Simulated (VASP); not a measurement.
Nb, 1 atom in the cell. The structure is cubic, space group Im-3m (No. 229). The conventional cell has a = 2.933 Å, b = 2.933 Å, c = 2.933 Å, α = 90.00°, β = 90.00°, γ = 90.00°. Nb (site symmetry m-3m) has 14 Nb at 2.54 to 2.93 Å within 3.4 Å.  This cell differs from its parent crystal: volume scaled by 0.72, source ansatz.

| Quantity | Value |
| --- | --- |
| Program | VASP 6.6.1 |
| Task | single point |
| Functional | PBEsol |
| Potentials or basis | VASP PAW PBE potentials, release 64 (Nb_sv) |
| Cutoff | 520 eV |
| k mesh | 18 × 18 × 18 |
| Occupations | fermi-dirac, width 0.05 eV |
| Spin | no spin polarisation |
| Dipole correction | no |
| Further INCAR settings | ALGO = Normal; EDIFF = 1e-06; NBANDS = 12 |

Potentials or basis: VASP PAW PBE potentials, release 64 (Nb_sv).

Command:

```console
$ cat potpaw_PBE.64/Nb_sv/POTCAR > POTCAR
$ mpirun -np 1 vasp_std > vasp.out
```

Hardware: 1 thread of Intel Xeon 6975P-C, on a shared host.

Task: Estimate the wall time of this run.

Result: Run time: 50 s on 1 thread of Intel Xeon 6975P-C (shared host), peak memory 0.15 GiB. Counts: scf iterations 12, k points 195.
